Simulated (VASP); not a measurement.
# BaTiO3 (R3m) in VASP: notebook, part 2 of 3

VASP 6.6.1.

## Step 4: Single point, PBE (12.98 Å³/atom)

This run uses another cell than the first one, of 12.98 Å³/atom.

Contents of INCAR:

```
PREC = Accurate ; ENCUT = 520
EDIFF = 1E-6 ; ISMEAR = 0
SIGMA = 0.02 ; LREAL = False
LASPH = True ; NELM = 80
ALGO = Normal ; ISIF = 2
LWAVE = False ; LCHARG = False
GGA = PE ; NBANDS = 28
```

Contents of KPOINTS:

```
regular mesh
0
Gamma
  6 6 6
```

Contents of POSCAR:

```
BaTiO3
1.0
    2.8367789675      1.6378151006      2.3279387388
   -2.8367789675      1.6378151006      2.3279387388
    0.0000000000     -3.2756302011      2.3279387388
Ba Ti O
1 1 3
Direct
    0.0027698596      0.0027698596      0.0027698596
    0.5153180029      0.5153180029      0.5153180029
    0.4894140141      0.4894140141      0.9817841594
    0.4894140141      0.9817841594      0.4894140141
    0.9817841594      0.4894140141      0.4894140141
```

Potentials or basis: VASP PAW PBE potentials, release 64 (Ba_sv, Ti_sv, O).

Run with:

```sh
$ cat potpaw_PBE.64/Ba_sv/POTCAR potpaw_PBE.64/Ti_sv/POTCAR potpaw_PBE.64/O/POTCAR > POTCAR
$ mpirun -np 1 vasp_std > vasp.out
```

OUTCAR:

```text
PREC = Accurate
   ENCUT = 520
   EDIFF = 1E-6
   ISMEAR = 0
   LREAL = False
   LASPH = True
   NELM = 80
   ISIF = 2
   GGA = PE

 ion  position               nearest neighbor table
   1  0.003  0.003  0.003-   4 2.77   5 2.77   3 2.77   3 2.84   3 2.84   4 2.84   5 2.84   5 2.84
                             4 2.84   5 2.92   4 2.92   3 2.92   2 3.40   2 3.45   2 3.45   2 3.45
   2  0.515  0.515  0.515-   4 1.88   5 1.88   3 1.88   4 2.15   5 2.15   3 2.15   1 3.40   1 3.45
                             1 3.45   1 3.45   1 3.51   1 3.51   1 3.51   1 3.58
   3  0.489  0.489  0.982-   2 1.88   2 2.15   1 2.77   1 2.84   1 2.84   1 2.92
   4  0.489  0.982  0.489-   2 1.88   2 2.15   1 2.77   1 2.84   1 2.84   1 2.92
   5  0.982  0.489  0.489-   2 1.88   2 2.15   1 2.77   1 2.84   1 2.84   1 2.92

  LATTYP: Found a trigonal (rhomboedric) cell.
 ALAT       =     4.0185883076
 COS(alpha) =     0.0033699913

  Lattice vectors:

 A1 = (   2.8367789675,   1.6378151006,   2.3279387388)
 A2 = (  -2.8367789675,   1.6378151006,   2.3279387388)
 A3 = (   0.0000000000,  -3.2756302011,   2.3279387388)

Analysis of symmetry for initial positions (statically):
=====================================================================
 Subroutine PRICEL returns:
 Original cell was already a primitive cell.

 Routine SETGRP: Setting up the symmetry group for a
 trigonal (rhombohedral) supercell.

 Subroutine GETGRP returns: Found  6 space group operations
 (whereof  6 operations were pure point group operations)
 out of a pool of 12 trial point group operations.

The static configuration has the point symmetry C_3v.

Analysis of symmetry for dynamics (positions and initial velocities):
=====================================================================
 Subroutine PRICEL returns:
 Original cell was already a primitive cell.

 Routine SETGRP: Setting up the symmetry group for a
 trigonal (rhombohedral) supercell.

 Subroutine GETGRP returns: Found  6 space group operations
 (whereof  6 operations were pure point group operations)
 out of a pool of 12 trial point group operations.

The dynamic configuration has the point symmetry C_3v.

 Subroutine INISYM returns: Found  6 space group operations
 (whereof  6 operations are pure point group operations),
 and found     1 'primitive' translations

----------------------------------------------------------------------------------------

                                     Primitive cell

  volume of cell :      64.8953

  direct lattice vectors                    reciprocal lattice vectors
     2.836778967  1.637815101  2.327938739     0.176256242  0.101761589  0.143188190
    -2.836778967  1.637815101  2.327938739    -0.176256242  0.101761589  0.143188190
     0.000000000 -3.275630201  2.327938739     0.000000000 -0.203523177  0.143188190

  length of vectors
     4.018588308  4.018588308  4.018588308     0.248846421  0.248846421  0.248846421

  position of ions in fractional coordinates (direct lattice)
     0.002769860  0.002769860  0.002769860
     0.515318003  0.515318003  0.515318003
     0.489414014  0.489414014  0.981784159
[... 34 lines left out ...]

 Found     32 irreducible k-points:

 Following reciprocal coordinates:
            Coordinates               Weight
  0.000000  0.000000  0.000000      1.000000
  0.166667  0.000000  0.000000      6.000000
  0.333333 -0.000000  0.000000      6.000000
  0.500000 -0.000000  0.000000      3.000000
  0.166667  0.166667  0.000000      6.000000
  0.333333  0.166667  0.000000     12.000000
[... 16 lines left out ...]
  0.500000  0.500000  0.166667      6.000000
 -0.333333  0.500000  0.166667     12.000000
 [... further k-points ...]
   k-points           NKPTS =     32   k-points in BZ     NKDIM =     32   number of bands    NBANDS=     28
   number of dos      NEDOS =    301   number of ions     NIONS =      5
   total plane-waves  NPLWV =  27000
   dimension x,y,z NGX =    30 NGY =   30 NGZ =   30
   dimension x,y,z NGXF=    60 NGYF=   60 NGZF=   60
   ions per type =               1   1   3
   NGX,Y,Z   is equivalent  to a cutoff of  12.41, 12.41, 12.41 a.u.
   NGXF,Y,Z  is equivalent  to a cutoff of  24.82, 24.82, 24.82 a.u.
 SYSTEM =  unknown system
   PREC   = accura    normal or accurate (medium, high low for compatibility)
   ISTART =      0    job   : 0-new  1-cont  2-samecut
   ICHARG =      2    charge: 1-file 2-atom 10-const
   ISPIN  =      1    spin polarized calculation?
   LNONCOLLINEAR =      F non collinear calculations
   LSORBIT =      F    spin-orbit coupling
   LASPH  =      T    aspherical Exc in radial PAW
   ENCUT  =  520.0 eV  38.22 Ry    6.18 a.u.   7.47  7.47  7.47*2*pi/ulx,y,z
   NELM   =     80;   NELMIN=  2; NELMDL= -5     # of ELM steps
   EDIFF  = 0.1E-05   stopping-criterion for ELM
   LREAL  =      F    real-space projection
   EDIFFG = 0.1E-04   stopping-criterion for IOM
   NSW    =      0    number of steps for IOM
   IBRION =     -1    ionic relax: 0-MD 1-quasi-New 2-CG
   NFREE  =      0    steps in history (QN), initial steepest desc. (CG)
   ISIF   =      2    stress and relaxation
   ISYM   =      2    0-nonsym 1-usesym 2-fastsym
   POTIM  = 0.5000    time-step for ionic-motion
   TEBEG  =    0.0;   TEEND  =   0.0 temperature during run
   PSTRESS=    0.0 pullay stress
   NELECT =      40.0000    total number of electrons
   NUPDOWN=      -1.0000    fix difference up-down
   EMIN   =  10.00;   EMAX   =-10.00  energy-range for DOS
   EFERMI =   0.00;   METHOD = LEGACY
   ISMEAR =     0;   SIGMA  =   0.02  broadening in eV -4-tet -1-fermi 0-gaus
   EFERMI_NEDOS =   21; number of points for ismear=-14 and -15
   IALGO  =     38    algorithm
   IMIX   =      4    mixing-type and parameters
     AMIX     =   0.40;   BMIX     =  1.00
     AMIX_MAG =   1.60;   BMIX_MAG =  1.00
  volume/ion in A,a.u.               =      12.98        87.59
  Fermi-wavevector in a.u.,A,eV,Ry     =   1.393233  2.632829 26.410247  1.941098
  Thomas-Fermi vector in A             =   2.516899
   LORBIT       =      0    0 simple, 1 ext, 2 COOP (PROOUT), +10 PAW based schemes
   GGA     = PE    functional components
   LHFCALC =     F    Hartree Fock is set to
   AEXX    =    0.0000 exact exchange contribution
   IVDW    =     0    specifies the selected vdW correction
   LEPSILON=     F    determine dielectric tensor
   LRPA    =     F    only Hartree local field effects (RPA)
 non-spin polarized calculation
 Gauss-broadening in eV      SIGMA  =   0.02
  energy-cutoff  :      520.00
  volume of cell :       64.90
 maximum number of plane-waves:      1768
 NGX is ok and might be reduce to    30
   NGX = 15   NGY = 15   NGZ = 15

 number of electron      39.9999999 magnetization

 Free energy of the ion-electron system (eV)
  ---------------------------------------------------
  ext. energy  EPLUGINS =         0.00000000
  ---------------------------------------------------
  free energy    TOTEN  =       -40.01762064 eV

  energy without entropy =      -40.01762064  energy(sigma->0) =      -40.01762064

 E-fermi :   3.7748     XC(G=0): -11.1778

 val. band max:        3.6816043101   @ k =   0.5000   0.5000   0.5000
 cond. band min:       6.0724621572   @ k =   0.0000   0.0000   0.0000
 fundamental gap:      2.3908578470
 Fermi energy:         3.7748479701

 k-point     1 :       0.0000    0.0000    0.0000
  band No.  band energies     occupation
      1     -52.6417      2.00000
      2     -28.8922      2.00000
      3     -28.8922      2.00000
      4     -28.8915      2.00000
      5     -21.1428      2.00000
      6     -13.1200      2.00000
[... 733 lines left out ...]
     27      11.8146      0.00000
     28      12.2826      0.00000

 [... further k-points ...]

------------------------ aborting loop because EDIFF is reached ----------------------------------------

  FORCE on cell =-STRESS in cart. coord.  units (eV):
  Direction    XX          YY          ZZ          XY          YZ          ZX
  --------------------------------------------------------------------------------------
  -------------------------------------------------------------------------------------
  Total        2.0292191      2.0292191      1.9885031      0.0000000      0.0000000      0.0000000
  in kB       50.0986891     50.0986891     49.0934642      0.0000000      0.0000000      0.0000000
  external PRESSURE =      49.7636141 kB  Pullay stress =       0.0000000 kB

 VOLUME and BASIS-vectors are now :
 -----------------------------------------------------------------------------
  energy-cutoff  :      520.00
  volume of cell :       64.90
      direct lattice vectors                 reciprocal lattice vectors
     2.836778967  1.637815101  2.327938739     0.176256242  0.101761589  0.143188190
    -2.836778967  1.637815101  2.327938739    -0.176256242  0.101761589  0.143188190
     0.000000000 -3.275630201  2.327938739     0.000000000 -0.203523177  0.143188190

 POSITION                                       TOTAL-FORCE (eV/Angst)
 -----------------------------------------------------------------------------------
      0.00000      0.00000      0.01934        -0.000000     -0.000000     -0.038907
      0.00000      0.00000      3.59889        -0.000000     -0.000000     -0.073731
      0.00000     -1.61282      4.56419        -0.000000     -0.027276      0.037546
     -1.39675      0.80641      4.56419        -0.023622      0.013638      0.037546
      1.39675      0.80641      4.56419         0.023622      0.013638      0.037546
 -----------------------------------------------------------------------------------
    total drift:                                0.000000     -0.000001      0.000514

  FREE ENERGIE OF THE ION-ELECTRON SYSTEM (eV)
  ---------------------------------------------------
  free  energy   TOTEN  =       -40.0176206376 eV

  energy  without entropy=      -40.0176206376  energy(sigma->0) =      -40.01762064
```

It took 76 s on 1 thread of Intel Xeon 8259CL, shared host; peak memory 0.21 GiB.

What came out:

| Item | Value |
| --- | --- |
| Free energy | -40.0176 eV |
| Pressure | 5.0 GPa |
| Largest force | 0.074 eV/Å |
| Band gap on the k mesh | 2.39 eV (least direct gap 2.81 eV) |

Forces in eV/Å, atoms in the order of the input:
```
Ba   0.000  0.000 -0.039
Ti   0.000  0.000 -0.074
O    0.000 -0.027  0.038
O   -0.024  0.014  0.038
O    0.024  0.014  0.038
```

Caveat: the cell stands under pressure; spin-orbit coupling is left out, which moves the levels of the heavy elements. A k mesh can miss the band edges.

## Step 5: Relaxation of shape and atoms at fixed volume, PBE (11.77 Å³/atom)

This run uses another cell than the first one, of 11.77 Å³/atom.

Contents of INCAR:

```
ALGO = Normal
EDIFF = 1E-7
EDIFFG = -0.01
ENCUT = 600
GGA = PE
IBRION = 2
ISIF = 4
ISMEAR = 0
LASPH = T
LCHARG = F
LREAL = F
LWAVE = F
NELM = 60
NSW = 50
PREC = Accurate
SIGMA = 0.02
```

Contents of KPOINTS:

```
k-points
0
Gamma
  6 6 6
```

Contents of POSCAR:

```
BaTiO3
1.0
    2.7501630486      1.5878073764      2.2470699749
   -2.7501630486      1.5878073764      2.2470699749
    0.0000000000     -3.1756147528      2.2470699749
Ba Ti O
1 1 3
Direct
   -0.0017359949     -0.0017359949     -0.0017359949
    0.5041849677      0.5041849677      0.5041849677
    0.4926864918      0.4926864918      0.9908780937
    0.4926864918      0.9908780937      0.4926864918
    0.9908780937      0.4926864918      0.4926864918
```

Run with:

```sh
$ cat potpaw_PBE.64/Ba_sv/POTCAR potpaw_PBE.64/Ti_sv/POTCAR potpaw_PBE.64/O/POTCAR > POTCAR
$ mpirun -np 1 vasp_std > vasp.out
```

It took 5.4 min on 1 thread of Intel Xeon 8259CL, shared host; peak memory 0.22 GiB.

Results (log left out):

| Property | Result |
| --- | --- |
| Free energy | -39.5604 eV |
| Energy gained by relaxing | 1.4 meV/atom |
| Ionic steps | 9 |
| Pressure after relaxing | 22.1 GPa |
| Largest force after relaxing | 0.008 eV/Å |
| Band gap on the k mesh | 1.91 eV (least direct gap 1.96 eV) |

Forces in eV/Å, atoms in the order of the input:
```
Ba   0.000  0.000 -0.006
Ti   0.000  0.000  0.001
O    0.000  0.008  0.002
O    0.007 -0.004  0.002
O   -0.007 -0.004  0.002
```

Step by step:
```csv
step,energy change (eV),largest force (eV/Å),pressure (GPa),volume (Å³)
1,0.0000,0.1690,22.72,58.87
2,-0.0027,0.1165,22.46,58.87
3,-0.0035,0.0869,22.30,58.87
4,-0.0050,0.0610,22.24,58.87
5,-0.0064,0.0498,22.14,58.87
6,-0.0065,0.0331,22.15,58.87
7,-0.0068,0.0084,22.13,58.87
8,-0.0068,0.0081,22.13,58.87
9,-0.0068,0.0082,22.13,58.87
```

Final structure:
```
CELL_PARAMETERS angstrom
2.75058 1.58805 2.24639
-2.75058 1.58805 2.24639
0.00000 -3.17610 2.24639
ATOMIC_POSITIONS crystal
Ba 0.99586 0.99586 0.99586
Ti 0.49589 0.49589 0.49589
O 0.49560 0.49560 0.99575
O 0.49560 0.99575 0.49560
O 0.99575 0.49560 0.49560
```

Levels at points of the mesh, in eV from the valence-band top:
| k point | band 17 | band 18 | band 19 | band 20 | band 21 | band 22 | band 23 | band 24 |
| --- | --- | --- | --- | --- | --- | --- | --- | --- |
| (0.00, 0.00, 0.00) | -1.23 | -0.05 | -0.05 | -0.05 | 1.91 | 1.91 | 1.91 | 4.50 |
| (0.50, 0.00, 0.00) | -1.93 | -1.92 | -0.70 | -0.70 | 2.11 | 3.93 | 3.93 | 4.53 |
| (0.50, 0.50, 0.00) | -1.67 | -0.81 | -0.81 | -0.10 | 3.94 | 3.94 | 4.39 | 5.50 |
| (0.50, 0.50, 0.50) | -2.34 | 0.00 | 0.00 | 0.00 | 4.71 | 4.71 | 4.71 | 7.12 |

Caveat: spin-orbit coupling is left out, which moves the levels of the heavy elements. A k mesh can miss the band edges.

(Part 2 of 3 ends here.)
